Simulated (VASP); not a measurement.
# ZrBr5 (P-62m) in VASP: a series of runs

Runs on ZrBr5. Level: PBE. Tasks: single point, relaxation of cell and atoms.

Everything below comes from runs of VASP 6.6.1. Logs are shortened: lines on timing, memory, paths and dates and some standing lists are left out, and cuts for length are marked.

### Step 1. The cell of the first run

It takes space group P-62m (No. 189, hexagonal). The conventional cell has a = 9.001 Å, b = 9.001 Å, c = 3.286 Å, α = 90.00°, β = 90.00°, γ = 120.00°. Zr (site symmetry -62m) has 6 Br at 2.64 Å and 2 Zr at 3.29 Å within 3.5 Å. Within 3.6 Å of Br (site symmetry m2m) lie 2 Zr at 2.64 Å and 4 Br at 3.29 to 3.59 Å. Within 4.3 Å of Br (site symmetry -6) lie 8 Br at 3.29 to 3.92 Å.

The cell was generated, and may not be a known phase.

### Step 2. Single point, PBE

Contents of INCAR:

```
PREC = Accurate
ENCUT = 520
EDIFF = 1E-7
ISMEAR = 0
SIGMA = 0.1
LREAL = False
LASPH = True
NELM = 60
ALGO = Normal
ISIF = 2
LWAVE = False
LCHARG = False
GGA = PE
NBANDS = 32
```

Contents of KPOINTS:

```
Automatic mesh
0
Gamma
  3 3 4
```

Contents of POSCAR:

```
ZrBr5
1.0
    9.0014362582      0.0000000000      0.0000000000
   -4.5007181291      7.7954724702      0.0000000000
    0.0000000000      0.0000000000      3.2858371012
Zr Br
1 5
Direct
    0.0000000000      0.0000000000      0.5000000000
    0.0000000000      0.7697428765      0.0000000000
    0.7697428765      0.0000000000      0.0000000000
    0.2302571235      0.2302571235      0.0000000000
    0.6666666667      0.3333333333      0.5000000000
    0.3333333333      0.6666666667      0.5000000000
```

Potentials or basis: VASP PAW PBE potentials, release 64 (Zr_sv, Br).

Started as:

```
$ cat potpaw_PBE.64/Zr_sv/POTCAR potpaw_PBE.64/Br/POTCAR > POTCAR
$ mpirun -np 1 vasp_std > vasp.out
```

OUTCAR:

```text
PREC = Accurate
   ENCUT = 520
   EDIFF = 1E-7
   ISMEAR = 0
   LREAL = False
   LASPH = True
   NELM = 60
   ISIF = 2
   GGA = PE

 ion  position               nearest neighbor table
   1  0.000  0.000  0.500-   3 2.64   3 2.64   4 2.64   2 2.64   2 2.64   4 2.64
   2  0.000  0.770  0.000-   1 2.64   1 2.64
   3  0.770  0.000  0.000-   1 2.64   1 2.64
   4  0.230  0.230  0.000-   1 2.64   1 2.64
   5  0.667  0.333  0.500-
   6  0.333  0.667  0.500-

  LATTYP: Found a hexagonal cell.
 ALAT       =     9.0014362582
 C/A-ratio  =     0.3650347574

  Lattice vectors:

 A1 = (   9.0014362582,   0.0000000000,   0.0000000000)
 A2 = (  -4.5007181291,   7.7954724702,   0.0000000000)
 A3 = (   0.0000000000,   0.0000000000,   3.2858371012)

Analysis of symmetry for initial positions (statically):
=====================================================================
 Subroutine PRICEL returns:
 Original cell was already a primitive cell.

 Routine SETGRP: Setting up the symmetry group for a
 hexagonal supercell.

 Subroutine GETGRP returns: Found 12 space group operations
 (whereof 12 operations were pure point group operations)
 out of a pool of 24 trial point group operations.

The static configuration has the point symmetry D_3h.

Analysis of symmetry for dynamics (positions and initial velocities):
=====================================================================
 Subroutine PRICEL returns:
 Original cell was already a primitive cell.

 Routine SETGRP: Setting up the symmetry group for a
 hexagonal supercell.

 Subroutine GETGRP returns: Found 12 space group operations
 (whereof 12 operations were pure point group operations)
 out of a pool of 24 trial point group operations.

The dynamic configuration has the point symmetry D_3h.

 Subroutine INISYM returns: Found 12 space group operations
 (whereof 12 operations are pure point group operations),
 and found     1 'primitive' translations

----------------------------------------------------------------------------------------

                                     Primitive cell

  volume of cell :     230.5687

  direct lattice vectors                    reciprocal lattice vectors
     9.001436258  0.000000000  0.000000000     0.111093382  0.064139794  0.000000000
    -4.500718129  7.795472470  0.000000000     0.000000000  0.128279588  0.000000000
     0.000000000  0.000000000  3.285837101     0.000000000  0.000000000  0.304336450

  length of vectors
     9.001436258  9.001436258  3.285837101     0.128279588  0.128279588  0.304336450

  position of ions in fractional coordinates (direct lattice)
     0.000000000  0.000000000  0.500000000
     1.000000000  0.769742876  0.000000000
     0.769742876  0.000000000  0.000000000
     0.230257124  0.230257124  0.000000000
     0.666666667  0.333333333  0.500000000
     0.333333333  0.666666667  0.500000000

  ion indices of the primitive-cell ions
   primitive index   ion index
                 1           1
                 2           2
                 3           3
                 4           4
                 5           5
                 6           6

----------------------------------------------------------------------------------------

 KPOINTS: Automatic mesh

Automatic generation of k-mesh.
 Grid dimensions read from file:
 generate k-points for:    3    3    4

 Generating k-lattice:

  Cartesian coordinates                     Fractional coordinates (reciprocal lattice)
     0.037031127  0.021379931  0.000000000     0.333333333 -0.000000000  0.000000000
     0.000000000  0.042759863  0.000000000     0.000000000  0.333333333  0.000000000
     0.000000000  0.000000000  0.076084113     0.000000000  0.000000000  0.250000000

  Length of vectors
     0.042759863  0.042759863  0.076084113

  Shift w.r.t. Gamma in fractional coordinates (k-lattice)
     0.000000000  0.000000000  0.000000000

 Subroutine IBZKPT returns following result:
 ===========================================

 Found      9 irreducible k-points:

 Following reciprocal coordinates:
            Coordinates               Weight
  0.000000  0.000000  0.000000      1.000000
  0.333333  0.000000  0.000000      6.000000
  0.333333  0.333333  0.000000      2.000000
  0.000000  0.000000  0.250000      2.000000
  0.333333  0.000000  0.250000     12.000000
  0.333333  0.333333  0.250000      4.000000
  0.000000  0.000000  0.500000      1.000000
  0.333333  0.000000  0.500000      6.000000
  0.333333  0.333333  0.500000      2.000000
   k-points           NKPTS =      9   k-points in BZ     NKDIM =      9   number of bands    NBANDS=     32
   number of dos      NEDOS =    301   number of ions     NIONS =      6
   total plane-waves  NPLWV = 117600
   dimension x,y,z NGX =    70 NGY =   70 NGZ =   24
   dimension x,y,z NGXF=   140 NGYF=  140 NGZF=   48
   ions per type =               1   5
   NGX,Y,Z   is equivalent  to a cutoff of  12.93, 12.93, 12.14 a.u.
   NGXF,Y,Z  is equivalent  to a cutoff of  25.86, 25.86, 24.29 a.u.
 SYSTEM =  unknown system
   PREC   = accura    normal or accurate (medium, high low for compatibility)
   ISTART =      0    job   : 0-new  1-cont  2-samecut
   ICHARG =      2    charge: 1-file 2-atom 10-const
   ISPIN  =      1    spin polarized calculation?
   LNONCOLLINEAR =      F non collinear calculations
   LSORBIT =      F    spin-orbit coupling
   LASPH  =      T    aspherical Exc in radial PAW
   ENCUT  =  520.0 eV  38.22 Ry    6.18 a.u.  16.74 16.74  6.11*2*pi/ulx,y,z
   NELM   =     60;   NELMIN=  2; NELMDL= -5     # of ELM steps
   EDIFF  = 0.1E-06   stopping-criterion for ELM
   LREAL  =      F    real-space projection
   EDIFFG = 0.1E-05   stopping-criterion for IOM
   NSW    =      0    number of steps for IOM
   IBRION =     -1    ionic relax: 0-MD 1-quasi-New 2-CG
   NFREE  =      0    steps in history (QN), initial steepest desc. (CG)
   ISIF   =      2    stress and relaxation
   ISYM   =      2    0-nonsym 1-usesym 2-fastsym
   POTIM  = 0.5000    time-step for ionic-motion
   TEBEG  =    0.0;   TEEND  =   0.0 temperature during run
   PSTRESS=    0.0 pullay stress
   NELECT =      47.0000    total number of electrons
   NUPDOWN=      -1.0000    fix difference up-down
   EMIN   =  10.00;   EMAX   =-10.00  energy-range for DOS
   EFERMI =   0.00;   METHOD = LEGACY
   ISMEAR =     0;   SIGMA  =   0.10  broadening in eV -4-tet -1-fermi 0-gaus
   EFERMI_NEDOS =   21; number of points for ismear=-14 and -15
   IALGO  =     38    algorithm
   IMIX   =      4    mixing-type and parameters
     AMIX     =   0.40;   BMIX     =  1.00
     AMIX_MAG =   1.60;   BMIX_MAG =  1.00
  volume/ion in A,a.u.               =      38.43       259.33
  Fermi-wavevector in a.u.,A,eV,Ry     =   0.963476  1.820705 12.630086  0.928285
  Thomas-Fermi vector in A             =   2.093024
   LORBIT       =      0    0 simple, 1 ext, 2 COOP (PROOUT), +10 PAW based schemes
   GGA     = PE    functional components
   LHFCALC =     F    Hartree Fock is set to
   AEXX    =    0.0000 exact exchange contribution
   IVDW    =     0    specifies the selected vdW correction
   LEPSILON=     F    determine dielectric tensor
   LRPA    =     F    only Hartree local field effects (RPA)
 non-spin polarized calculation
 Gauss-broadening in eV      SIGMA  =   0.10
  energy-cutoff  :      520.00
  volume of cell :      230.57
 maximum number of plane-waves:      6252
 NGX is ok and might be reduce to    70
   NGX = 33   NGY = 33   NGZ = 13

 number of electron      47.0000005 magnetization

 Free energy of the ion-electron system (eV)
  ---------------------------------------------------
  ext. energy  EPLUGINS =         0.00000000
  ---------------------------------------------------
  free energy    TOTEN  =       -21.80389005 eV

  energy without entropy =      -21.76259173  energy(sigma->0) =      -21.78324089

 E-fermi :  -0.3496     XC(G=0):  -7.2899

 val. band max:       -0.3671206823   @ k =   0.3333   0.3333   0.0000
 cond. band min:       1.0013401015   @ k =   0.3333   0.0000   0.0000
 fundamental gap:      1.3684607837
 Fermi energy:        -0.3495702159

 k-point     1 :       0.0000    0.0000    0.0000
  band No.  band energies     occupation
      1     -50.0399      2.00000
      2     -28.1547      2.00000
      3     -28.1547      2.00000
      4     -27.7775      2.00000
      5     -15.8682      2.00000
      6     -15.3839      2.00000
[... 24 lines left out ...]
     31       6.3652      0.00000
     32       6.3652      0.00000

 k-point     2 :       0.3333    0.0000    0.0000
  band No.  band energies     occupation
      1     -50.0399      2.00000
      2     -28.1547      2.00000
      3     -28.1547      2.00000
      4     -27.7775      2.00000
      5     -15.8651      2.00000
      6     -15.3873      2.00000
[... 24 lines left out ...]
     31       6.2062      0.00000
     32       6.5744      0.00000

 k-point     3 :       0.3333    0.3333    0.0000
  band No.  band energies     occupation
      1     -50.0399      2.00000
      2     -28.1547      2.00000
      3     -28.1547      2.00000
      4     -27.7775      2.00000
      5     -15.8635      2.00000
      6     -15.3873      2.00000
[... 24 lines left out ...]
     31       6.1835      0.00000
     32       6.1835      0.00000

 k-point     4 :       0.0000    0.0000    0.2500
  band No.  band energies     occupation
      1     -50.0214      2.00000
      2     -28.1139      2.00000
      3     -28.1139      2.00000
      4     -28.0231      2.00000
      5     -15.4449      2.00000
      6     -15.2256      2.00000
[... 129 lines left out ...]
     31       7.0194      0.00000
     32       7.0194      0.00000

 k-point     8 :       0.3333    0.0000    0.5000
  band No.  band energies     occupation
      1     -50.0028      2.00000
      2     -28.2574      2.00000
      3     -28.0726      2.00000
      4     -28.0726      2.00000
      5     -15.0572      2.00000
      6     -15.0569      2.00000
[... 24 lines left out ...]
     31       6.6460      0.00000
     32       6.9638      0.00000

 k-point     9 :       0.3333    0.3333    0.5000
  band No.  band energies     occupation
      1     -50.0028      2.00000
      2     -28.2574      2.00000
      3     -28.0726      2.00000
      4     -28.0726      2.00000
      5     -15.0572      2.00000
      6     -15.0572      2.00000
[... 24 lines left out ...]
     31       6.6660      0.00000
     32       6.6660      0.00000

------------------------ aborting loop because EDIFF is reached ----------------------------------------

  FORCE on cell =-STRESS in cart. coord.  units (eV):
  Direction    XX          YY          ZZ          XY          YZ          ZX
  --------------------------------------------------------------------------------------
  -------------------------------------------------------------------------------------
  Total        0.1741475      0.1741475      0.1167393      0.0000000     -0.0000000      0.0000000
  in kB        1.2101177      1.2101177      0.8111987      0.0000000     -0.0000000      0.0000000
  external PRESSURE =       1.0771447 kB  Pullay stress =       0.0000000 kB

 VOLUME and BASIS-vectors are now :
 -----------------------------------------------------------------------------
  energy-cutoff  :      520.00
  volume of cell :      230.57
      direct lattice vectors                 reciprocal lattice vectors
     9.001436258  0.000000000  0.000000000     0.111093382  0.064139794  0.000000000
    -4.500718129  7.795472470  0.000000000     0.000000000  0.128279588  0.000000000
     0.000000000  0.000000000  3.285837101     0.000000000  0.000000000  0.304336450

 POSITION                                       TOTAL-FORCE (eV/Angst)
 -----------------------------------------------------------------------------------
      0.00000      0.00000      1.64292        -0.000000     -0.000000      0.000000
     -3.46440      6.00051      0.00000         0.016149     -0.027971      0.000000
      6.92879      0.00000      0.00000        -0.032298      0.000000      0.000000
      1.03632      1.79496      0.00000         0.016149      0.027971     -0.000000
      4.50072      2.59849      1.64292        -0.000000     -0.000000      0.000000
     -0.00000      5.19698      1.64292        -0.000000      0.000000      0.000000
 -----------------------------------------------------------------------------------
    total drift:                                0.000000      0.000000     -0.000000

  FREE ENERGIE OF THE ION-ELECTRON SYSTEM (eV)
  ---------------------------------------------------
  free  energy   TOTEN  =       -21.8038900459 eV

  energy  without entropy=      -21.7625917341  energy(sigma->0) =      -21.78324089
```

It took 58 s on 1 thread of Intel Xeon 6975P-C (Granite Rapids), shared host; peak memory 0.34 GiB.

What came out:

| Item | Value |
| --- | --- |
| Free energy | -21.8039 eV |
| Pressure | 0.1 GPa |
| Largest force | 0.032 eV/Å |
| Band gap on the k mesh | zero (an odd number of electrons rules out a gap without spin polarisation) |

Forces on the atoms (eV/Å):
```
Zr   0.000  0.000  0.000
Br   0.016 -0.028  0.000
Br  -0.032  0.000  0.000
Br   0.016  0.028  0.000
Br   0.000  0.000  0.000
Br   0.000  0.000  0.000
```

Levels at points of the mesh, in eV from the Fermi level:
```tsv
k point	band 21	band 22	band 23	band 24	band 25	band 26	band 27	band 28
(0.00, 0.00, 0.00)	-0.59	-0.59	-0.08	1.35	1.36	2.34	2.34	3.45
(0.00, 0.00, 0.50)	-0.15	-0.15	-0.03	-0.03	1.67	1.67	3.51	3.91
```

Caveat: the k points lie up to 0.48 Å⁻¹ apart, too coarse for converged energies and pressures of a metal; an odd number of electrons without spin polarisation forces a metal; a magnetic or distorted state may lie lower.

[end of part 1 of 2]

The gap in the log of VASP goes by the Fermi energy; the results here count the filled bands.